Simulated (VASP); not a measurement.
# BAs (F-43m) in VASP: notebook, part 2 of 2

VASP 6.6.1.

**3. Relaxation of cell and atoms, PBE, target pressure 30 GPa, at which the enthalpy is minimised**

Input file INCAR:

```
  ALGO = Normal
  EDIFF = 1E-7
  EDIFFG = -0.001
  ENCUT = 600
  GGA = PE
  IBRION = 2
  ISIF = 3
  ISMEAR = 0
  LASPH = T
  LCHARG = F
  LREAL = F
  LWAVE = F
  NELM = 60
  NSW = 80
  PREC = Accurate
  PSTRESS = 300.0
  SIGMA = 0.01
```

Input file KPOINTS:

```
k-points
0
Gamma
  10 10 10
```

Input file POSCAR:

```
BAs
1.0
    0.0000000000      2.4046443033      2.4046443033
    2.4046443033      0.0000000000      2.4046443033
    2.4046443033      2.4046443033      0.0000000000
B As
1 1
Direct
    0.0000000000      0.0000000000      0.0000000000
    0.7500000000      0.7500000000      0.7500000000
```

Potentials or basis: VASP PAW PBE potentials, release 64 (B, As).

On the command line:

```console
$ cat potpaw_PBE.64/B/POTCAR potpaw_PBE.64/As/POTCAR > POTCAR
$ mpirun -np 1 vasp_std > vasp.out
```

OUTCAR:

```text
EDIFF = 1E-7
   EDIFFG = -0.001
   ENCUT = 600
   GGA = PE
   IBRION = 2
   ISIF = 3
   ISMEAR = 0
   LASPH = T
   LREAL = F
   NELM = 60
   NSW = 80
   PREC = Accurate
   PSTRESS = 300.0

 ion  position               nearest neighbor table
   1  0.000  0.000  0.000-   2 2.08   2 2.08   2 2.08   2 2.08
   2  0.750  0.750  0.750-   1 2.08   1 2.08   1 2.08   1 2.08

  LATTYP: Found a face centered cubic cell.
 ALAT       =     4.8092886066

  Lattice vectors:

 A1 = (   0.0000000000,   2.4046443033,   2.4046443033)
 A2 = (   2.4046443033,   0.0000000000,   2.4046443033)
 A3 = (   2.4046443033,   2.4046443033,   0.0000000000)

Analysis of symmetry for initial positions (statically):
=====================================================================
 Subroutine PRICEL returns:
 Original cell was already a primitive cell.

 Routine SETGRP: Setting up the symmetry group for a
 face centered cubic supercell.

 Subroutine GETGRP returns: Found 24 space group operations
 (whereof 24 operations were pure point group operations)
 out of a pool of 48 trial point group operations.

The static configuration has the point symmetry T_d .

Analysis of symmetry for dynamics (positions and initial velocities):
=====================================================================
 Subroutine PRICEL returns:
 Original cell was already a primitive cell.

 Routine SETGRP: Setting up the symmetry group for a
 face centered cubic supercell.

 Subroutine GETGRP returns: Found 24 space group operations
 (whereof 24 operations were pure point group operations)
 out of a pool of 48 trial point group operations.

The dynamic configuration has the point symmetry T_d .

 Subroutine INISYM returns: Found 24 space group operations
 (whereof 24 operations are pure point group operations),
 and found     1 'primitive' translations

----------------------------------------------------------------------------------------

                                     Primitive cell

  volume of cell :      27.8088

  direct lattice vectors                    reciprocal lattice vectors
     0.000000000  2.404644303  2.404644303    -0.207930961  0.207930961  0.207930961
     2.404644303  0.000000000  2.404644303     0.207930961 -0.207930961  0.207930961
     2.404644303  2.404644303  0.000000000     0.207930961  0.207930961 -0.207930961

  length of vectors
     3.400680586  3.400680586  3.400680586     0.360146988  0.360146988  0.360146988

  position of ions in fractional coordinates (direct lattice)
     0.000000000  0.000000000  0.000000000
     0.750000000  0.750000000  0.750000000

  ion indices of the primitive-cell ions
   primitive index   ion index
                 1           1
                 2           2

----------------------------------------------------------------------------------------

 KPOINTS: k-points

Automatic generation of k-mesh.
 Grid dimensions read from file:
 generate k-points for:   10   10   10

 Generating k-lattice:

  Cartesian coordinates                     Fractional coordinates (reciprocal lattice)
    -0.020793096  0.020793096  0.020793096     0.100000000  0.000000000  0.000000000
     0.020793096 -0.020793096  0.020793096     0.000000000  0.100000000  0.000000000
     0.020793096  0.020793096 -0.020793096     0.000000000  0.000000000  0.100000000

  Length of vectors
     0.036014699  0.036014699  0.036014699

  Shift w.r.t. Gamma in fractional coordinates (k-lattice)
     0.000000000  0.000000000  0.000000000

 Subroutine IBZKPT returns following result:
 ===========================================

 Found     47 irreducible k-points:

 Following reciprocal coordinates:
            Coordinates               Weight
  0.000000  0.000000  0.000000      1.000000
  0.100000  0.000000  0.000000      8.000000
  0.200000  0.000000  0.000000      8.000000
  0.300000  0.000000  0.000000      8.000000
  0.400000  0.000000  0.000000      8.000000
  0.500000  0.000000  0.000000      4.000000
[... 16 lines left out ...]
  0.300000  0.300000  0.000000      6.000000
  0.400000  0.300000  0.000000     24.000000
 [... further k-points ...]
   k-points           NKPTS =     47   k-points in BZ     NKDIM =     47   number of bands    NBANDS=      8
   number of dos      NEDOS =    301   number of ions     NIONS =      2
   total plane-waves  NPLWV =  21952
   dimension x,y,z NGX =    28 NGY =   28 NGZ =   28
   dimension x,y,z NGXF=    56 NGYF=   56 NGZF=   56
   ions per type =               1   1
   NGX,Y,Z   is equivalent  to a cutoff of  13.69, 13.69, 13.69 a.u.
   NGXF,Y,Z  is equivalent  to a cutoff of  27.38, 27.38, 27.38 a.u.
 SYSTEM =  unknown system
   PREC   = accura    normal or accurate (medium, high low for compatibility)
   ISTART =      0    job   : 0-new  1-cont  2-samecut
   ICHARG =      2    charge: 1-file 2-atom 10-const
   ISPIN  =      1    spin polarized calculation?
   LNONCOLLINEAR =      F non collinear calculations
   LSORBIT =      F    spin-orbit coupling
   LASPH  =      T    aspherical Exc in radial PAW
   ENCUT  =  600.0 eV  44.10 Ry    6.64 a.u.   6.79  6.79  6.79*2*pi/ulx,y,z
   NELM   =     60;   NELMIN=  2; NELMDL= -5     # of ELM steps
   EDIFF  = 0.1E-06   stopping-criterion for ELM
   LREAL  =      F    real-space projection
   EDIFFG = -.1E-02   stopping-criterion for IOM
   NSW    =     80    number of steps for IOM
   IBRION =      2    ionic relax: 0-MD 1-quasi-New 2-CG
   NFREE  =      1    steps in history (QN), initial steepest desc. (CG)
   ISIF   =      3    stress and relaxation
   ISYM   =      2    0-nonsym 1-usesym 2-fastsym
   POTIM  = 0.5000    time-step for ionic-motion
   TEBEG  =    0.0;   TEEND  =   0.0 temperature during run
   PSTRESS=  300.0 pullay stress
   NELECT =       8.0000    total number of electrons
   NUPDOWN=      -1.0000    fix difference up-down
   EMIN   =  10.00;   EMAX   =-10.00  energy-range for DOS
   EFERMI =   0.00;   METHOD = LEGACY
   ISMEAR =     0;   SIGMA  =   0.01  broadening in eV -4-tet -1-fermi 0-gaus
   EFERMI_NEDOS =   21; number of points for ismear=-14 and -15
   IALGO  =     38    algorithm
   IMIX   =      4    mixing-type and parameters
     AMIX     =   0.40;   BMIX     =  1.00
     AMIX_MAG =   1.60;   BMIX_MAG =  1.00
  volume/ion in A,a.u.               =      13.90        93.83
  Fermi-wavevector in a.u.,A,eV,Ry     =   1.080714  2.042253 15.890817  1.167942
  Thomas-Fermi vector in A             =   2.216712
   LORBIT       =      0    0 simple, 1 ext, 2 COOP (PROOUT), +10 PAW based schemes
   GGA     = PE    functional components
   LHFCALC =     F    Hartree Fock is set to
   AEXX    =    0.0000 exact exchange contribution
   IVDW    =     0    specifies the selected vdW correction
   LEPSILON=     F    determine dielectric tensor
   LRPA    =     F    only Hartree local field effects (RPA)
 conjugate gradient relaxation of ions
 non-spin polarized calculation
 Gauss-broadening in eV      SIGMA  =   0.01
  energy-cutoff  :      600.00
  volume of cell :       27.81
 maximum number of plane-waves:       944
   NGX = 13   NGY = 13   NGZ = 13

--------------------------------------- Ionic step        1  -------------------------------------------

 number of electron       8.0000000 magnetization

 Free energy of the ion-electron system (eV)
  ---------------------------------------------------
  ext. energy  EPLUGINS =         0.00000000
  ---------------------------------------------------
  free energy    TOTEN  =       -11.41428161 eV

  energy without entropy =      -11.41428161  energy(sigma->0) =      -11.41428161

------------------------ aborting loop because EDIFF is reached ----------------------------------------

  FORCE on cell =-STRESS in cart. coord.  units (eV):
  Direction    XX          YY          ZZ          XY          YZ          ZX
  --------------------------------------------------------------------------------------
  -------------------------------------------------------------------------------------
  Total        0.1024131      0.1024131      0.1024131      0.0000000      0.0000000     -0.0000000
  in kB        5.9004284      5.9004284      5.9004284      0.0000000      0.0000000     -0.0000000
  external PRESSURE =    -294.0995716 kB  Pullay stress =     300.0000000 kB
[... 25 lines left out ...]
--------------------------------------- Ionic step        2  -------------------------------------------

 number of electron       8.0000000 magnetization

 E-fermi :  11.0702     XC(G=0): -12.2782

 val. band max:       10.9505882147   @ k =   0.0000   0.0000   0.0000
 cond. band min:      11.7104381507   @ k =   0.4000   0.4000   0.0000
 fundamental gap:      0.7598499361
 Fermi energy:        11.0702329107

 k-point     1 :       0.0000    0.0000    0.0000
  band No.  band energies     occupation
      1      -8.4511      2.00000
      2      10.9506      2.00000
      3      10.9506      2.00000
      4      10.9506      2.00000
      5      14.8791      0.00000
      6      14.8791      0.00000
      7      14.8791      0.00000
      8      20.3602      0.00000
[... 442 lines left out ...]
--------------------------------------- Ionic step        7  -------------------------------------------

 number of electron       8.0000000 magnetization

 Free energy of the ion-electron system (eV)
  ---------------------------------------------------
  ext. energy  EPLUGINS =         0.00000000
  ---------------------------------------------------
  free energy    TOTEN  =       -11.07211789 eV

  energy without entropy =      -11.07211789  energy(sigma->0) =      -11.07211789

 E-fermi :   7.8000     XC(G=0): -11.1930

 val. band max:        7.7429670641   @ k =   0.0000   0.0000   0.0000
 cond. band min:       8.7674294314   @ k =   0.4000   0.4000   0.0000
 fundamental gap:      1.0244623672
 Fermi energy:         7.8000210308

 k-point     1 :       0.0000    0.0000    0.0000
  band No.  band energies     occupation
      1      -8.9990      2.00000
      2       7.7430      2.00000
      3       7.7430      2.00000
      4       7.7430      2.00000
      5      11.2111      0.00000
      6      11.2111      0.00000
      7      11.2111      0.00000
      8      14.2434      0.00000
[... 286 lines left out ...]
  energy  without entropy=      -11.0721178927  energy(sigma->0) =      -11.07211789

  enthalpy is  TOTEN    =        -6.6280475732 eV   P V=        4.4440703195

 reached required accuracy - stopping structural energy minimisation
```

Wall time 48 s (1 thread of AMD EPYC 9R45 (Zen 5), shared host); peak memory 0.14 GiB.

Results:

* Free energy: -11.0721 eV
* Relaxed volume: 11.87 Å³/atom
* Relaxed cell: a = 3.226 Å, b = 3.226 Å, c = 3.226 Å, α = 60.00°, β = 60.00°, γ = 60.00°
* Space group after relaxing (to 0.05 Å): F-43m (No. 216)
* Energy change on relaxing (the enthalpy is what falls): +171.1 meV/atom
* Ionic steps: 7
* Pressure after relaxing: 30.0 GPa
* Band gap on the k mesh: 1.02 eV, indirect (least direct gap 3.47 eV)

Step by step:
| step | energy change (eV) | largest force (eV/Å) | pressure (GPa) | volume (Å³) |
| --- | --- | --- | --- | --- |
| 1 | 0.0000 | 0.0000 | 0.59 | 27.81 |
| 2 | 2.4107 | 0.0000 | 117.25 | 18.75 |
| 3 | 0.2976 | 0.0000 | 27.51 | 23.98 |
| 4 | 0.3330 | 0.0000 | 29.51 | 23.78 |
| 5 | 0.3472 | 0.0000 | 30.29 | 23.71 |
| 6 | 0.3349 | 0.0000 | 29.61 | 23.77 |
| 7 | 0.3422 | 0.0000 | 30.01 | 23.73 |

Final structure:
```yaml
crystal:
  lattice:
    - [0.00000, 2.28094, 2.28094]
    - [2.28094, 0.00000, 2.28094]
    - [2.28094, 2.28094, 0.00000]
  atoms:
    - { symbol: B, position: [0.00000, 0.00000, 0.00000] }
    - { symbol: As, position: [0.75000, 0.75000, 0.75000] }
```

Levels at points of the mesh, in eV from the valence-band top:
```tsv
k point	band 1	band 2	band 3	band 4	band 5	band 6	band 7	band 8
(0.00, 0.00, 0.00)	-16.74	0.00	0.00	0.00	3.47	3.47	3.47	6.50
(0.50, 0.00, 0.00)	-13.33	-9.87	-2.07	-2.07	3.56	4.93	4.93	9.09
(0.50, 0.50, 0.00)	-11.79	-9.35	-4.69	-4.69	1.23	1.30	12.74	12.74
```

Caveat: the cell is relaxed towards a set pressure, so the enthalpy falls and the energy may rise.

**4. Single point, LDA**

Input file INCAR:

```
  PREC = Accurate
  ENCUT = 520
  EDIFF = 1E-7
  ISMEAR = 0
  SIGMA = 0.02
  LREAL = F
  LASPH = T
  NELM = 60
  ALGO = Normal
  ISIF = 2
  LWAVE = F
  LCHARG = F
  GGA = CA
  NBANDS = 11
```

Input file KPOINTS:

```
Automatic mesh
0
Gamma
  10 10 10
```

Input file POSCAR:

```
BAs
1.0
    0.0000000000      2.4044111665      2.4044111665
    2.4044111665      0.0000000000      2.4044111665
    2.4044111665      2.4044111665      0.0000000000
B As
1 1
Direct
    0.0000000000      0.0000000000      0.0000000000
    0.2500000000      0.2500000000      0.2500000000
```

Potentials or basis: VASP PAW LDA potentials, release 64 (B, As).

On the command line:

```console
$ cat potpaw_LDA.64/B/POTCAR potpaw_LDA.64/As/POTCAR > POTCAR
$ mpirun -np 1 vasp_std > vasp.out
```

It took 12 s on 1 thread of Intel Xeon 6975P-C (Granite Rapids), shared host; peak memory 0.14 GiB.

It converged, with:

```
Free energy            : -12.9060 eV
Pressure               : -5.7 GPa
Band gap on the k mesh : 1.14 eV, indirect (least direct gap 3.22 eV)
```

Levels at points of the mesh, in eV from the valence-band top:
| k point | band 1 | band 2 | band 3 | band 4 | band 5 | band 6 | band 7 | band 8 |
| --- | --- | --- | --- | --- | --- | --- | --- | --- |
| (0.00, 0.00, 0.00) | -15.20 | 0.00 | 0.00 | 0.00 | 3.22 | 3.22 | 3.22 | 4.44 |
| (0.50, 0.00, 0.00) | -12.41 | -8.61 | -1.78 | -1.78 | 2.57 | 4.72 | 4.72 | 8.65 |
| (0.50, 0.50, 0.00) | -11.16 | -8.32 | -3.99 | -3.99 | 1.35 | 1.44 | 11.04 | 11.04 |

**5. Overview**

```tsv
task	level	potentials or basis	cell	cutoff (eV)	smearing	gap on the mesh (eV)	pressure (GPa)
relaxation of cell and atoms	PBE	VASP PAW PBE potentials, release 64 (B, As)	relaxed from a = 3.400 Å, angles 60.0°, 2 atoms	600	gaussian 0.01 eV	1.20	0.0
relaxation of cell and atoms	PBE	VASP PAW PBE potentials, release 64 (B, As)	relaxed to 30 GPa from a = 3.401 Å, angles 60.0°, 2 atoms	600	gaussian 0.01 eV	1.02	30.0
single point	LDA	VASP PAW LDA potentials, release 64 (B, As)	a = 3.400 Å, angles 60.0°, 2 atoms	520	gaussian 0.02 eV	1.14	-5.7
```

Alike in all rows: no spin polarisation; k mesh 10 × 10 × 10.

Caveats: the cell is relaxed towards a set pressure, so the enthalpy falls and the energy may rise (some runs).

Absolute energies hang on the potentials; compare differences alone.
